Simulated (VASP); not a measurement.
# Al3Ag5 (P6/mmm) in VASP: notebook

Runs on Al3Ag5. Level: PBE. Tasks: single point, relaxation of cell and atoms.

Program: VASP 6.6.1. These are calculated values, not measurements. Logs are shortened: lines on timing, memory, paths and dates and some standing lists are left out, and cuts for length are marked.

### 1 The cell of the first run

The structure is hexagonal, space group P6/mmm (No. 191). Conventional cell: a = 5.817 Å, b = 5.817 Å, c = 6.021 Å, α = 90.00°, β = 90.00°, γ = 120.00°. Al (site symmetry mmm) has 6 Ag at 2.10 to 2.91 Å and 4 Al at 2.91 Å within 3.0 Å. Within 2.8 Å of Ag (site symmetry 3m) lie 3 Al at 2.10 Å and 1 Ag at 2.54 Å. Ag (site symmetry 6/mmm) has 6 Al at 2.91 Å and 12 Ag at 3.59 Å within 3.8 Å.

The cell was generated, and may not be a known phase.

### 2 Single point, PBE

INCAR reads:

```
SYSTEM = Al3Ag5
ALGO = Normal ; EDIFF = 1E-6
ENCUT = 520 ; GGA = PE
ISIF = 2 ; ISMEAR = 0
LASPH = .TRUE. ; LCHARG = .TRUE.
LELF = .TRUE. ; LREAL = .FALSE.
LVHAR = .TRUE. ; LWAVE = .FALSE.
NBANDS = 42 ; NELM = 60
PREC = Accurate ; SIGMA = 0.1
```

KPOINTS reads:

```
k-points
0
G
  3 3 4
  0 0 0
```

POSCAR reads:

```
Al3Ag5
1.0
    5.8170231800      0.0000000000      0.0000000000
   -2.9085115900      5.0376898400      0.0000000000
    0.0000000000      0.0000000000      6.0208189600
Al Ag
3 5
Direct
    0.5000000000      0.0000000000      0.0000000000
    0.0000000000      0.5000000000      0.0000000000
    0.5000000000      0.5000000000      0.0000000000
    0.3333333300      0.6666666700      0.2107841400
    0.6666666700      0.3333333300      0.2107841400
    0.6666666700      0.3333333300      0.7892158600
    0.3333333300      0.6666666700      0.7892158600
    0.0000000000      0.0000000000      0.0000000000
```

Potentials or basis: VASP PAW PBE potentials, release 64 (Al, Ag).

Launch:

```
cat potpaw_PBE.64/Al/POTCAR potpaw_PBE.64/Ag/POTCAR > POTCAR
mpirun -np 1 vasp_std > vasp.out
```

OUTCAR:

```text
SYSTEM = Al3Ag5
   EDIFF = 1E-6
   ENCUT = 520
   GGA = PE
   ISIF = 2
   ISMEAR = 0
   LASPH = .TRUE.
   LREAL = .FALSE.
   NELM = 60
   PREC = Accurate

 ion  position               nearest neighbor table
   1  0.500  0.000  0.000-   4 2.10   5 2.10   6 2.10   7 2.10   2 2.91   3 2.91   3 2.91   2 2.91
                             8 2.91   8 2.91
   2  0.000  0.500  0.000-   4 2.10   5 2.10   6 2.10   7 2.10   1 2.91   8 2.91   8 2.91   1 2.91
                             3 2.91   3 2.91
   3  0.500  0.500  0.000-   4 2.10   5 2.10   6 2.10   7 2.10   1 2.91   8 2.91   1 2.91   8 2.91
                             2 2.91   2 2.91
   4  0.333  0.667  0.211-   1 2.10   2 2.10   3 2.10   7 2.54   5 3.36   5 3.36   5 3.36   7 3.48
                             8 3.59   8 3.59   8 3.59
   5  0.667  0.333  0.211-   1 2.10   2 2.10   3 2.10   6 2.54   4 3.36   4 3.36   4 3.36   6 3.48
                             8 3.59   8 3.59   8 3.59
   6  0.667  0.333  0.789-   1 2.10   2 2.10   3 2.10   5 2.54   7 3.36   7 3.36   7 3.36   5 3.48
                             8 3.59   8 3.59   8 3.59
   7  0.333  0.667  0.789-   1 2.10   2 2.10   3 2.10   4 2.54   6 3.36   6 3.36   6 3.36   4 3.48
                             8 3.59   8 3.59   8 3.59
   8  0.000  0.000  0.000-   2 2.91   3 2.91   2 2.91   3 2.91   1 2.91   1 2.91   7 3.59   4 3.59
                             5 3.59   6 3.59   5 3.59   6 3.59   4 3.59   7 3.59   5 3.59   4 3.59

  LATTYP: Found a hexagonal cell.
 ALAT       =     5.8170231800
 C/A-ratio  =     1.0350343765

  Lattice vectors:

 A1 = (   5.8170231800,   0.0000000000,   0.0000000000)
 A2 = (  -2.9085115900,   5.0376898400,   0.0000000000)
 A3 = (   0.0000000000,   0.0000000000,   6.0208189600)

Analysis of symmetry for initial positions (statically):
=====================================================================
 Subroutine PRICEL returns:
 Original cell was already a primitive cell.

 Routine SETGRP: Setting up the symmetry group for a
 hexagonal supercell.

 Subroutine GETGRP returns: Found 24 space group operations
 (whereof 24 operations were pure point group operations)
 out of a pool of 24 trial point group operations.

The static configuration has the point symmetry D_6h.

Analysis of symmetry for dynamics (positions and initial velocities):
=====================================================================
 Subroutine PRICEL returns:
 Original cell was already a primitive cell.

 Routine SETGRP: Setting up the symmetry group for a
 hexagonal supercell.

 Subroutine GETGRP returns: Found 24 space group operations
 (whereof 24 operations were pure point group operations)
[... 107 lines left out ...]
   TEBEG  =    0.0;   TEEND  =   0.0 temperature during run
   PSTRESS=    0.0 pullay stress
   NELECT =      64.0000    total number of electrons
   NUPDOWN=      -1.0000    fix difference up-down
   EMIN   =  10.00;   EMAX   =-10.00  energy-range for DOS
   EFERMI =   0.00;   METHOD = LEGACY
   ISMEAR =     0;   SIGMA  =   0.10  broadening in eV -4-tet -1-fermi 0-gaus
   EFERMI_NEDOS =   21; number of points for ismear=-14 and -15
   IALGO  =     38    algorithm
   IMIX   =      4    mixing-type and parameters
     AMIX     =   0.40;   BMIX     =  1.00
     AMIX_MAG =   1.60;   BMIX_MAG =  1.00
  volume/ion in A,a.u.               =      22.05       148.83
  Fermi-wavevector in a.u.,A,eV,Ry     =   1.167541  2.206333 18.546816  1.363153
  Thomas-Fermi vector in A             =   2.304040
   LORBIT       =      0    0 simple, 1 ext, 2 COOP (PROOUT), +10 PAW based schemes
   GGA     = PE    functional components
   LHFCALC =     F    Hartree Fock is set to
   AEXX    =    0.0000 exact exchange contribution
   IVDW    =     0    specifies the selected vdW correction
   LEPSILON=     F    determine dielectric tensor
   LRPA    =     F    only Hartree local field effects (RPA)
 non-spin polarized calculation
 Gauss-broadening in eV      SIGMA  =   0.10
  energy-cutoff  :      520.00
  volume of cell :      176.44
 maximum number of plane-waves:      4776
 NGX is ok and might be reduce to    48
   NGX = 21   NGY = 21   NGZ = 23

 number of electron      64.0000007 magnetization

 Free energy of the ion-electron system (eV)
  ---------------------------------------------------
  ext. energy  EPLUGINS =         0.00000000
  ---------------------------------------------------
  free energy    TOTEN  =        -8.92979670 eV

  energy without entropy =       -8.91448915  energy(sigma->0) =       -8.92214293

 E-fermi :   5.8978     XC(G=0):  -9.4259

 val. band max:        5.8629327934   @ k =   0.3333   0.0000   0.5000
 cond. band min:       5.9666346675   @ k =   0.3333   0.0000   0.0000
 fundamental gap:      0.1037018741
 Fermi energy:         5.8977993077

 k-point     1 :       0.0000    0.0000    0.0000
  band No.  band energies     occupation
      1      -4.7998      2.00000
      2      -3.5408      2.00000
      3      -3.5408      2.00000
      4      -3.3285      2.00000
      5      -2.7156      2.00000
      6      -2.6475      2.00000
[... 394 lines left out ...]
     41      11.0126      0.00000
     42      11.0126      0.00000

------------------------ aborting loop because EDIFF is reached ----------------------------------------

  FORCE on cell =-STRESS in cart. coord.  units (eV):
  Direction    XX          YY          ZZ          XY          YZ          ZX
  --------------------------------------------------------------------------------------
  -------------------------------------------------------------------------------------
  Total       39.5175433     39.5175431     56.3322808      0.0000000     -0.0000000      0.0000000
  in kB      358.8498188    358.8498176    511.5406247      0.0000000     -0.0000000      0.0000000
  external PRESSURE =     409.7467537 kB  Pullay stress =       0.0000000 kB

 VOLUME and BASIS-vectors are now :
 -----------------------------------------------------------------------------
  energy-cutoff  :      520.00
  volume of cell :      176.44
      direct lattice vectors                 reciprocal lattice vectors
     5.817023180  0.000000000  0.000000000     0.171909234  0.099251843  0.000000000
    -2.908511590  5.037689840  0.000000000     0.000000000  0.198503686  0.000000000
     0.000000000  0.000000000  6.020818960     0.000000000  0.000000000  0.166090362

 POSITION                                       TOTAL-FORCE (eV/Angst)
 -----------------------------------------------------------------------------------
      2.90851      0.00000      0.00000        -0.000000      0.000000      0.000000
     -1.45426      2.51884      0.00000        -0.000000      0.000000      0.000000
      1.45426      2.51884      0.00000        -0.000000      0.000000      0.000000
     -0.00000      3.35846      1.26909        -0.000000      0.000000     11.942709
      2.90851      1.67923      1.26909         0.000000     -0.000000     11.942709
      2.90851      1.67923      4.75173        -0.000000      0.000000    -11.942709
     -0.00000      3.35846      4.75173         0.000000      0.000000    -11.942709
      0.00000      0.00000      0.00000        -0.000000      0.000000      0.000000
 -----------------------------------------------------------------------------------
    total drift:                               -0.000000      0.000000     -0.000000

  FREE ENERGIE OF THE ION-ELECTRON SYSTEM (eV)
  ---------------------------------------------------
  free  energy   TOTEN  =        -8.9297967040 eV

  energy  without entropy=       -8.9144891549  energy(sigma->0) =       -8.92214293
```

OSZICAR:

```text
N       E                     dE             d eps       ncg     rms          rms(c)
DAV:   1     0.397125922990E+03    0.39713E+03   -0.30553E+04   764   0.139E+03
DAV:   2    -0.203549118255E+01   -0.39916E+03   -0.38076E+03   790   0.307E+02
DAV:   3    -0.141089514905E+02   -0.12073E+02   -0.11881E+02   892   0.551E+01
DAV:   4    -0.142864121427E+02   -0.17746E+00   -0.17714E+00   902   0.652E+00
DAV:   5    -0.142896071361E+02   -0.31950E-02   -0.31947E-02   912   0.891E-01    0.229E+01
DAV:   6    -0.919661071757E+01    0.50930E+01   -0.20222E+01   800   0.290E+01    0.101E+01
DAV:   7    -0.899312772973E+01    0.20348E+00   -0.10650E+00   840   0.531E+00    0.405E+00
DAV:   8    -0.893588443832E+01    0.57243E-01   -0.27394E-02   856   0.747E-01    0.100E+00
DAV:   9    -0.892947507266E+01    0.64094E-02   -0.68057E-03   828   0.349E-01    0.303E-01
DAV:  10    -0.892971422703E+01   -0.23915E-03   -0.64168E-04   848   0.105E-01    0.106E-01
DAV:  11    -0.892976803094E+01   -0.53804E-04   -0.88923E-05   808   0.368E-02    0.123E-02
DAV:  12    -0.892979238209E+01   -0.24351E-04   -0.18045E-05   796   0.140E-02    0.907E-03
DAV:  13    -0.892979453616E+01   -0.21541E-05   -0.31513E-06   600   0.620E-03    0.204E-03
DAV:  14    -0.892979645612E+01   -0.19200E-05   -0.41653E-06   588   0.493E-03    0.222E-03
DAV:  15    -0.892979670404E+01   -0.24792E-06   -0.57324E-08   516   0.113E-03
   1 F= -.89297967E+01 E0= -.89221429E+01  d E =-.153075E-01
```

Run time: 98 s. Hardware: 1 thread of AMD EPYC 7R13 (Zen 3), shared host; peak memory 0.3 GiB.

What came out:

```yaml
Free_energy: -8.9298 eV
Pressure: 41.0 GPa
Largest_force: 11.943 eV/Å
Band_gap_on_the_k_mesh: zero (bands 32 and 33 overlap by 1.57 eV)
```

Forces on the atoms (eV/Å):
```
Al    0.000   0.000   0.000
Al    0.000   0.000   0.000
Al    0.000   0.000   0.000
Ag    0.000   0.000  11.943
Ag    0.000   0.000  11.943
Ag    0.000   0.000 -11.943
Ag    0.000   0.000 -11.943
Ag    0.000   0.000   0.000
```

Levels at points of the mesh, in eV from the Fermi level:
```tsv
k point	band 30	band 31	band 32	band 33	band 34	band 35	band 36	band 37
(0.00, 0.00, 0.00)	-1.75	-1.47	-1.28	-1.28	-0.45	1.11	1.11	2.45
(0.00, 0.00, 0.50)	-1.40	-1.16	-1.16	-0.40	0.31	0.46	0.46	3.02
```

Caveat: the k points lie up to 0.42 Å⁻¹ apart, too coarse for converged energies and pressures of a metal; forces of over 1 eV/Å act on the atoms, so gaps and moduli don't describe the material at rest.

### 3 Single point, PBE

This run uses another cell than the first one, of 22.56 Å³/atom.

INCAR reads:

```
PREC = Accurate ; ENCUT = 520
EDIFF = 1E-7 ; ISMEAR = 0
SIGMA = 0.1 ; LREAL = F
LASPH = T ; NELM = 80
ALGO = Normal ; ISIF = 2
LWAVE = F ; LCHARG = F
GGA = PE ; NBANDS = 42
```

KPOINTS reads:

```
regular mesh
0
Gamma
  3 3 4
```

POSCAR reads:

```
Al3Ag5
1.0
    5.3872293419      0.0000000000      0.0000000000
   -2.6936146709      4.6654774661      0.0000000000
    0.0000000000      0.0000000000      7.1798174488
Al Ag
3 5
Direct
    0.5000000000      0.0000000000      0.0000000000
    0.0000000000      0.5000000000      0.0000000000
    0.5000000000      0.5000000000      0.0000000000
    0.3333333333      0.6666666667      0.3099365658
    0.6666666667      0.3333333333      0.3099365658
    0.6666666667      0.3333333333      0.6900634342
    0.3333333333      0.6666666667      0.6900634342
    0.0000000000      0.0000000000      0.0000000000
```

Potentials or basis: VASP PAW PBE potentials, release 64 (Al, Ag).

Launch:

```
cat potpaw_PBE.64/Al/POTCAR potpaw_PBE.64/Ag/POTCAR > POTCAR
mpirun -np 1 vasp_std > vasp.out
```

OUTCAR:

```text
PREC = Accurate
   ENCUT = 520
   EDIFF = 1E-7
   ISMEAR = 0
   LREAL = F
   LASPH = T
   NELM = 80
   ISIF = 2
   GGA = PE

 ion  position               nearest neighbor table
   1  0.500  0.000  0.000-   3 2.69   3 2.69   8 2.69   8 2.69   2 2.69   2 2.69   4 2.71   5 2.71
                             6 2.71   7 2.71
   2  0.000  0.500  0.000-   8 2.69   8 2.69   3 2.69   3 2.69   1 2.69   1 2.69   4 2.71   5 2.71
                             6 2.71   7 2.71
   3  0.500  0.500  0.000-   1 2.69   1 2.69   2 2.69   2 2.69   8 2.69   8 2.69   4 2.71   5 2.71
                             6 2.71   7 2.71
   4  0.333  0.667  0.310-   1 2.71   2 2.71   3 2.71   7 2.73   5 3.11   5 3.11   5 3.11
   5  0.667  0.333  0.310-   1 2.71   2 2.71   3 2.71   6 2.73   4 3.11   4 3.11   4 3.11
   6  0.667  0.333  0.690-   1 2.71   2 2.71   3 2.71   5 2.73   7 3.11   7 3.11   7 3.11
   7  0.333  0.667  0.690-   1 2.71   2 2.71   3 2.71   4 2.73   6 3.11   6 3.11   6 3.11
   8  0.000  0.000  0.000-   2 2.69   2 2.69   1 2.69   1 2.69   3 2.69   3 2.69

  LATTYP: Found a hexagonal cell.
 ALAT       =     5.3872293419
 C/A-ratio  =     1.3327476878

  Lattice vectors:

 A1 = (   5.3872293419,   0.0000000000,   0.0000000000)
 A2 = (  -2.6936146709,   4.6654774661,   0.0000000000)
[... 183 lines left out ...]
      3      -1.2776      2.00000
      4      -0.9211      2.00000
      5      -0.1756      2.00000
      6      -0.0511      2.00000
[... 394 lines left out ...]
     41      10.3564      0.00000
     42      10.7986      0.00000

------------------------ aborting loop because EDIFF is reached ----------------------------------------

  FORCE on cell =-STRESS in cart. coord.  units (eV):
  Direction    XX          YY          ZZ          XY          YZ          ZX
  --------------------------------------------------------------------------------------
  -------------------------------------------------------------------------------------
  Total       -0.1437759     -0.1437759      0.1701955     -0.0000000      0.0000000      0.0000000
  in kB       -1.2765030     -1.2765030      1.5110666     -0.0000000      0.0000000      0.0000000
  external PRESSURE =      -0.3473131 kB  Pullay stress =       0.0000000 kB

 VOLUME and BASIS-vectors are now :
 -----------------------------------------------------------------------------
  energy-cutoff  :      520.00
  volume of cell :      180.46
      direct lattice vectors                 reciprocal lattice vectors
     5.387229342  0.000000000  0.000000000     0.185624175  0.107170167  0.000000000
    -2.693614671  4.665477466  0.000000000     0.000000000  0.214340334  0.000000000
     0.000000000  0.000000000  7.179817449     0.000000000  0.000000000  0.139279307

 POSITION                                       TOTAL-FORCE (eV/Angst)
 -----------------------------------------------------------------------------------
      2.69361      0.00000      0.00000         0.000000      0.000000      0.000000
     -1.34681      2.33274      0.00000         0.000000      0.000000      0.000000
      1.34681      2.33274      0.00000         0.000000      0.000000      0.000000
     -0.00000      3.11032      2.22529        -0.000000     -0.000000      0.001492
      2.69361      1.55516      2.22529        -0.000000      0.000000      0.001492
      2.69361      1.55516      4.95453        -0.000000      0.000000     -0.001492
     -0.00000      3.11032      4.95453         0.000000     -0.000000     -0.001492
      0.00000      0.00000      0.00000         0.000000      0.000000      0.000000
 -----------------------------------------------------------------------------------
    total drift:                                0.000000     -0.000000     -0.000000

  FREE ENERGIE OF THE ION-ELECTRON SYSTEM (eV)
  ---------------------------------------------------
  free  energy   TOTEN  =       -23.2679823634 eV

  energy  without entropy=      -23.2474385569  energy(sigma->0) =      -23.25771046
```

OSZICAR:

```text
N       E                     dE             d eps       ncg     rms          rms(c)
DAV:   1     0.355969675871E+03    0.35597E+03   -0.29475E+04   756   0.137E+03
DAV:   2    -0.135784888071E+02   -0.36955E+03   -0.34584E+03   806   0.292E+02
DAV:   3    -0.258844620661E+02   -0.12306E+02   -0.12031E+02   876   0.519E+01
DAV:   4    -0.260695086049E+02   -0.18505E+00   -0.18477E+00   926   0.638E+00
DAV:   5    -0.260730691382E+02   -0.35605E-02   -0.35603E-02   898   0.921E-01    0.111E+01
DAV:   6    -0.233808315906E+02    0.26922E+01   -0.13931E+01   810   0.254E+01    0.756E+00
DAV:   7    -0.233016313941E+02    0.79200E-01   -0.74097E-01   806   0.583E+00    0.384E+00
DAV:   8    -0.232713680988E+02    0.30263E-01   -0.63513E-02   858   0.144E+00    0.647E-01
DAV:   9    -0.232676470594E+02    0.37210E-02   -0.10905E-02   800   0.804E-01    0.167E-01
DAV:  10    -0.232678391324E+02   -0.19207E-03   -0.94971E-04   842   0.182E-01    0.103E-01
DAV:  11    -0.232679721951E+02   -0.13306E-03   -0.22408E-04   798   0.712E-02    0.279E-02
DAV:  12    -0.232679689874E+02    0.32077E-05   -0.11656E-05   870   0.171E-02    0.121E-02
DAV:  13    -0.232679810507E+02   -0.12063E-04   -0.19023E-05   790   0.145E-02    0.476E-03
DAV:  14    -0.232679815636E+02   -0.51292E-06   -0.33302E-07   784   0.281E-03    0.131E-03
DAV:  15    -0.232679822233E+02   -0.65975E-06   -0.16549E-06   732   0.310E-03    0.131E-03
DAV:  16    -0.232679823391E+02   -0.11578E-06   -0.55535E-08   588   0.745E-04    0.317E-04
DAV:  17    -0.232679823634E+02   -0.24338E-07   -0.68887E-09   476   0.303E-04
   1 F= -.23267982E+02 E0= -.23257710E+02  d E =-.205438E-01
```

It took 82 s on 1 thread of AMD EPYC 7R13 (Zen 3), shared host; peak memory 0.26 GiB.

What came out:

```yaml
Free_energy: -23.2680 eV
Pressure: 0.0 GPa
Band_gap_on_the_k_mesh: zero (bands 32 and 33 overlap by 1.05 eV)
```

Stress tensor (GPa, compression positive):
```
-0.13  0.00  0.00
 0.00 -0.13  0.00
 0.00  0.00  0.15
```

Levels at points of the mesh, in eV from the Fermi level:
| k point | band 30 | band 31 | band 32 | band 33 | band 34 | band 35 |
| --- | --- | --- | --- | --- | --- | --- |
| (0.00, 0.00, 0.00) | -1.58 | -1.58 | -0.67 | -0.67 | 0.12 | 2.31 |
| (0.00, 0.00, 0.50) | -1.47 | -0.71 | -0.19 | -0.19 | -0.13 | 1.51 |

Caveat: the k points lie up to 0.45 Å⁻¹ apart, too coarse for converged energies and pressures of a metal.

### 4 Single point, PBE

This run uses another cell than the first one, of 22.40 Å³/atom.

INCAR reads:

```
SYSTEM = Al3Ag5
PREC = Accurate
ENCUT = 520
EDIFF = 1E-6
ISMEAR = 0
SIGMA = 0.1
LREAL = .False.
LASPH = .True.
NELM = 80
ALGO = Fast
ISIF = 2
LWAVE = .False.
LCHARG = .False.
GGA = PE
NBANDS = 42
```

KPOINTS reads:

```
regular mesh
0
Gamma
  6 6 4
  0 0 0
```

POSCAR reads:

```
Al3Ag5
1.0
    5.3471952140      0.0000000000      0.0000000000
   -2.6735976070      4.6308068944      0.0000000000
    0.0000000000      0.0000000000      7.2366361820
Al Ag
3 5
Direct
    0.5000000000      0.0000000000      0.0000000000
    0.0000000000      0.5000000000      0.0000000000
    0.5000000000      0.5000000000      0.0000000000
    0.3333333333      0.6666666667      0.3124491248
    0.6666666667      0.3333333333      0.3124491248
    0.6666666667      0.3333333333      0.6875508752
    0.3333333333      0.6666666667      0.6875508752
    0.0000000000      0.0000000000      0.0000000000
```

Launch:

```
cat potpaw_PBE.64/Al/POTCAR potpaw_PBE.64/Ag/POTCAR > POTCAR
mpirun -np 1 vasp_std > vasp.out
```

It took 3.1 min on 1 thread of AMD EPYC 7R13 (Zen 3), shared host; peak memory 0.32 GiB.

Results (log left out):

- Free energy: -23.1012 eV
- Pressure: 0.0 GPa
- Band gap on the k mesh: zero (bands 32 and 33 overlap by 1.21 eV)

Forces on the atoms (eV/Å):
```
Al   0.000  0.000  0.000
Al   0.000  0.000  0.000
Al   0.000  0.000  0.000
Ag   0.000  0.000 -0.002
Ag   0.000  0.000 -0.002
Ag   0.000  0.000  0.002
Ag   0.000  0.000  0.002
Ag   0.000  0.000  0.000
```

Levels at points of the mesh, in eV from the Fermi level:
| k point | band 30 | band 31 | band 32 | band 33 | band 34 | band 35 |
| --- | --- | --- | --- | --- | --- | --- |
| (0.00, 0.00, 0.00) | -1.56 | -1.56 | -0.56 | -0.56 | 0.20 | 2.40 |
| (0.50, 0.00, 0.00) | -2.31 | -1.78 | -1.70 | -0.59 | 1.99 | 2.44 |
| (0.00, 0.00, 0.50) | -1.46 | -0.80 | -0.09 | -0.09 | -0.09 | 1.59 |
| (0.50, 0.00, 0.50) | -2.45 | -2.14 | 0.63 | 0.77 | 1.98 | 2.13 |

(Part 1 of 2 ends here.)

The gap in the log of VASP goes by the Fermi energy; the results here count the filled bands.